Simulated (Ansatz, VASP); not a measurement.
One calculation of CoSi, two programs

INCAR

```
SYSTEM = CoSi
PREC     = Accurate       ! precision mode
ENCUT    = 600            ! plane-wave cutoff, eV
EDIFF    = 1E-7           ! SCF threshold, eV
ISMEAR   = 0              ! smearing method
SIGMA    = 0.1            ! smearing width, eV
LREAL    = .False.        ! projectors in reciprocal space
LASPH    = .True.         ! aspherical terms in the spheres
NELM     = 80             ! most SCF steps
ALGO     = Normal         ! electronic algorithm
ISIF     = 3              ! what is computed and relaxed
LWAVE    = .False.        ! write WAVECAR
LCHARG   = .False.        ! write CHGCAR
GGA      = CA             ! functional
IBRION   = 2              ! ionic algorithm
NSW      = 100            ! ionic steps
EDIFFG   = -0.005         ! ionic threshold
```

The input KPOINTS:

```
regular mesh
0
Gamma
  8 8 8
  0 0 0
```

POSCAR

```
CoSi
1.0
    4.3499331839      0.0000000000      0.0000000000
    0.0000000000      4.3499331839      0.0000000000
    0.0000000000      0.0000000000      4.3499331839
Co Si
4 4
Direct
    0.1449065114      0.1449065114      0.1449065114
    0.3550934886      0.8550934886      0.6449065114
    0.6449065114      0.3550934886      0.8550934886
    0.8550934886      0.6449065114      0.3550934886
    0.8428991525      0.8428991525      0.8428991525
    0.6571008475      0.1571008475      0.3428991525
    0.3428991525      0.6571008475      0.1571008475
    0.1571008475      0.3428991525      0.6571008475
```

Input for Ansatz:

```yaml
crystal:
  lattice:
    - [4.3499331839, 0.0, 0.0]
    - [0.0, 4.3499331839, 0.0]
    - [0.0, 0.0, 4.3499331839]
  atoms:
    - { symbol: Co, position: [0.1449065114, 0.1449065114, 0.1449065114] }
    - { symbol: Co, position: [0.3550934886, 0.8550934886, 0.6449065114] }
    - { symbol: Co, position: [0.6449065114, 0.3550934886, 0.8550934886] }
    - { symbol: Co, position: [0.8550934886, 0.6449065114, 0.3550934886] }
    - { symbol: Si, position: [0.8428991525, 0.8428991525, 0.8428991525] }
    - { symbol: Si, position: [0.6571008475, 0.1571008475, 0.3428991525] }
    - { symbol: Si, position: [0.3428991525, 0.6571008475, 0.1571008475] }
    - { symbol: Si, position: [0.1571008475, 0.3428991525, 0.6571008475] }
basis:
  ecutwfc: 420
kpoints:
  mp_grid: { grid: [8, 8, 8] }
hamiltonian:
  xc: lda
scf:
  occupations: { method: gaussian, width: 0.1 }
output:
  forces: true
  stress: true
  eigenvalues: true
relax:
  adjacent_minimum: "off"
  f_tol: 0.005
  max_steps: 80
  cell: { stress_tol: 0.05 }
```

Alike in both runs: task relaxation of cell and atoms; functional LDA; k mesh 8 × 8 × 8; occupations gaussian, width 0.1 eV; no spin polarisation.

```csv
,VASP,Ansatz
version,VASP 6.6.1,Ansatz 0.2.0
potentials or method,"VASP PAW LDA potentials, release 64 (Co, Si), cutoff 600 eV","scalar-relativistic, plane waves, PAW"
valence electrons in the cell,52,84
```

|  | VASP | Ansatz | Ansatz less VASP |
| --- | --- | --- | --- |
| gap on the k mesh at the Fermi level, each at its own relaxed structure (eV) | none | none | - |
| relaxed volume (Å³/atom) | 10.31 | 10.29 | -0.014 |
| relaxed cell length with the largest relative difference (Å) | 4.352 | 4.350 | -0.0020 |

LDA's correlation is that of Perdew and Zunger in VASP and of Perdew and Wang (1992) in Ansatz. A gap of «none» marks a metal or a gap that the smearing closes. VASP's potentials hold 52 valence electrons a cell and Ansatz's 84, so a difference there can come from the potentials and not from the codes.
